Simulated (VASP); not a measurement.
# Bi (Fd-3m) in VASP: a series of runs, part 2 of 2

VASP 6.6.1. The steps go on from the part before.

### Step 5. Single point, revPBE+D3(BJ)

This run uses another cell than the first one, of 45.17 Å³/atom, 1.475 times its volume.

File INCAR:

```
SYSTEM = Bi
  PREC = Accurate
  ENCUT = 520
  EDIFF = 1E-6
  ISMEAR = -1
  SIGMA = 0.05
  LREAL = .False.
  LASPH = .True.
  NELM = 60
  ALGO = Normal
  ISIF = 2
  LWAVE = .False.
  LCHARG = .False.
  GGA = RE
  IVDW = 12
  NBANDS = 22
```

File KPOINTS:

```
Automatic mesh
0
Gamma
  4 4 4
  0 0 0
```

File POSCAR:

```
Bi
1.0
    0.0000000000      3.5614715054      3.5614715054
    3.5614715054      0.0000000000      3.5614715054
    3.5614715054      3.5614715054      0.0000000000
Bi
2
Direct
    0.0000000000      0.0000000000      0.0000000000
    0.2500000000      0.2500000000      0.2500000000
```

Potentials or basis: VASP PAW PBE potentials, release 64 (Bi_d).

Command:

```bash
cat potpaw_PBE.64/Bi_d/POTCAR > POTCAR
mpirun -np 1 vasp_std > vasp.out
```

OUTCAR:

```text
SYSTEM = Bi
   PREC = Accurate
   ENCUT = 520
   EDIFF = 1E-6
   ISMEAR = -1
   LREAL = .False.
   LASPH = .True.
   NELM = 60
   ISIF = 2
   GGA = RE
   IVDW = 12
 IVDW          = 12

 ion  position               nearest neighbor table
   1  0.000  0.000  0.000-   2 3.08   2 3.08   2 3.08   2 3.08
   2  0.250  0.250  0.250-   1 3.08   1 3.08   1 3.08   1 3.08

  LATTYP: Found a face centered cubic cell.
 ALAT       =     7.1229430108

  Lattice vectors:

 A1 = (   0.0000000000,   3.5614715054,   3.5614715054)
 A2 = (   3.5614715054,   0.0000000000,   3.5614715054)
 A3 = (   3.5614715054,   3.5614715054,   0.0000000000)

Analysis of symmetry for initial positions (statically):
=====================================================================
 Subroutine PRICEL returns:
 Original cell was already a primitive cell.

 Routine SETGRP: Setting up the symmetry group for a
 face centered cubic supercell.

 Subroutine GETGRP returns: Found 48 space group operations
 (whereof 24 operations were pure point group operations)
 out of a pool of 48 trial point group operations.

The static configuration has the point symmetry T_d .
 The point group associated with its full space group is O_h .
[... 141 lines left out ...]
  free energy    TOTEN  =        -6.87232042 eV

  energy without entropy =       -6.86561740  energy(sigma->0) =       -6.86896891

 E-fermi :   4.0910     XC(G=0):  -8.0554

 val. band max:        4.0903826640   @ k =   0.2500   0.2500   0.0000
 cond. band min:       4.8918917976   @ k =  -0.2500   0.5000   0.2500
 fundamental gap:      0.8015091336
 Fermi energy:         4.0909604469

 k-point     1 :       0.0000    0.0000    0.0000
  band No.  band energies     occupation
      1     -18.7197      2.00000
      2     -18.7197      2.00000
      3     -18.7197      2.00000
      4     -18.6724      2.00000
      5     -18.6724      2.00000
      6     -18.4761      2.00000
[... 189 lines left out ...]
     21      12.4856      0.00000
     22      12.4856      0.00000

------------------------ aborting loop because EDIFF is reached ----------------------------------------

 Edisp (eV)   -1.24765

 E8    (eV) :    -0.9186

  FORCE on cell =-STRESS in cart. coord.  units (eV):
  Direction    XX          YY          ZZ          XY          YZ          ZX
  --------------------------------------------------------------------------------------
  -------------------------------------------------------------------------------------
  Total      -0.10712    -0.10712    -0.10712     0.00000    -0.00000     0.00000
  in kB      -1.89955    -1.89955    -1.89955     0.00000    -0.00000     0.00000
  external pressure =       -1.90 kB  Pullay stress =        0.00 kB

 VOLUME and BASIS-vectors are now :
 -----------------------------------------------------------------------------
  energy-cutoff  :      520.00
  volume of cell :       90.35
      direct lattice vectors                 reciprocal lattice vectors
     0.000000000  3.561471505  3.561471505    -0.140391408  0.140391408  0.140391408
     3.561471505  0.000000000  3.561471505     0.140391408 -0.140391408  0.140391408
     3.561471505  3.561471505  0.000000000     0.140391408  0.140391408 -0.140391408

 POSITION                                       TOTAL-FORCE (eV/Angst)
 -----------------------------------------------------------------------------------
      0.00000      0.00000      0.00000        -0.000000     -0.000000     -0.000000
      1.78074      1.78074      1.78074         0.000000      0.000000      0.000000
 -----------------------------------------------------------------------------------
    total drift:                               -0.000000     -0.000000      0.000000

  FREE ENERGIE OF THE ION-ELECTRON SYSTEM (eV)
  ---------------------------------------------------
  free  energy   TOTEN  =        -8.1199689510 eV

  energy  without entropy=       -8.1132659294  energy(sigma->0) =       -8.11661744
```

stdout:

```text
POSCAR found type information on POSCAR Bi
 POSCAR found :  1 types and       2 ions
 scaLAPACK will be used
 -----------------------------------------------------------------------------
|                                                                             |
|                                                                             |
|     You enforced a specific xc type in the INCAR file but a different       |
|     I HOPE YOU KNOW WHAT YOU ARE DOING!                                     |
|                                                                             |
 -----------------------------------------------------------------------------

 LDA part: xc-table for (Slater+PW92), standard interpolation
 POSCAR, INCAR and KPOINTS ok, starting setup
 FFT: planning ... GRIDC
 FFT: planning ... GRID_SOFT
 FFT: planning ... GRID
 WAVECAR not read
 entering main loop
```

It took 11 s on 1 thread of Intel Xeon 6975P-C (Granite Rapids), shared host; peak memory 0.23 GiB.

Results:

```yaml
Free_energy: -8.1200 eV
Pressure: -0.2 GPa
Band_gap_on_the_k_mesh: zero (band 15 reaches 4.89 eV, above the bottom of band 16 at 3.79 eV)
Dispersion_energy_per_atom: -0.624 eV
```

Caveat: the k points lie up to 0.38 Å⁻¹ apart; three body term missing; the PAW data sets were made with another functional, which shifts forces and pressure a little; spin-orbit coupling is left out, which moves the levels of the heavy elements; pairwise dispersion overbinds metals, which lowers pressure and volume.

### Step 6. Overview

```csv
cell,gap on the mesh (eV),pressure (GPa)
"a = 4.424 Å, angles 60.0°, 2 atoms",none,29.4
"a = 4.542 Å, angles 60.0°, 2 atoms",none,19.5
"a = 4.713 Å, angles 60.0°, 2 atoms",none,9.6
"a = 5.037 Å, angles 60.0°, 2 atoms",none,-0.2
```

Alike in all rows: task single point; level revPBE+D3(BJ); potentials or basis VASP PAW PBE potentials, release 64 (Bi_d); no spin polarisation; k mesh 4 × 4 × 4; cutoff (eV) 520; smearing fermi-dirac 0.05 eV.

Caveats: all runs use coarse meshes; three body term missing; the PAW data sets were made with another functional, which shifts forces and pressure a little; spin-orbit coupling is left out, which moves the levels of the heavy elements; pairwise dispersion overbinds metals, which lowers pressure and volume.

Total energies depend on the potentials used, so only differences within one code and one set of settings carry meaning.
